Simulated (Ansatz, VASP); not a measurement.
Two plane-wave programs on Si

Contents of INCAR:

```
PREC     = Accurate       # precision mode
ENCUT    = 520            # plane-wave cutoff, eV
EDIFF    = 1E-6           # SCF threshold, eV
ISMEAR   = 0              # smearing method
SIGMA    = 0.1            # smearing width, eV
LREAL    = False          # projectors in reciprocal space
LASPH    = True           # aspherical terms in the spheres
NELM     = 60             # most SCF steps
ALGO     = Normal         # electronic algorithm
ISIF     = 2              # what is computed and relaxed
LWAVE    = False          # write WAVECAR
LCHARG   = False          # write CHGCAR
LDIPOL   = True         
IDIPOL   = 3            
DIPOL    = 0.5 0.5 0.500
GGA      = CA             # functional
NBANDS   = 11             # bands
```

File KPOINTS:

```
regular mesh
0
Gamma
  15 15 1
```

POSCAR

```
Si
1.0
    3.6460000000      0.0000000000      0.0000000000
   -1.8230000000      3.1575286222      0.0000000000
    0.0000000000      0.0000000000     28.0000000000
Si
2
Direct
    0.3333333333      0.6666666667      0.5178571429
    0.6666666667      0.3333333333      0.4821428571
```

Input for Ansatz:

```yaml
crystal:
  lattice:
    - [3.646, 0.0, 0.0]
    - [-1.823, 3.1575286222, 0.0]
    - [0.0, 0.0, 28.0]
  atoms:
    - { symbol: Si, position: [0.3333333333, 0.6666666667, 0.5178571429] }
    - { symbol: Si, position: [0.6666666667, 0.3333333333, 0.4821428571] }
  periodic: [true, true, false]
basis:
  ecutwfc: 420
kpoints:
  mp_grid: { grid: [15, 15, 1] }
hamiltonian:
  xc: lda
  pseudopotentials: { kind: paw, azcp: { folder: soft_1 } }
scf:
  occupations: { method: gaussian, width: 0.1 }
output:
  forces: true
  stress: true
  eigenvalues: true
```

Alike in both runs: task single point; functional LDA; k mesh 15 × 15 × 1; occupations gaussian, width 0.1 eV; no spin polarisation.

```csv
,VASP,Ansatz
version,VASP 6.6.1,Ansatz 0.2.0
potentials or method,"VASP PAW LDA potentials, release 64 (Si), cutoff 520 eV","scalar-relativistic, plane waves, PAW"
valence electrons in the cell,8,8
```

```tsv
	VASP	Ansatz	Ansatz less VASP
gap on the k mesh at the Fermi level (eV)	none	none	-
rms of the force components (eV/Å)	0.892	0.905	+0.0129
```

Ansatz warns that its potentials were made for another functional, while VASP's fit it. LDA's correlation is that of Perdew and Zunger in VASP and of Perdew and Wang (1992) in Ansatz. Atom by atom the forces differ by 0.013 eV/Å (rms over components). A gap of «none» marks a metal or a gap that the smearing closes.
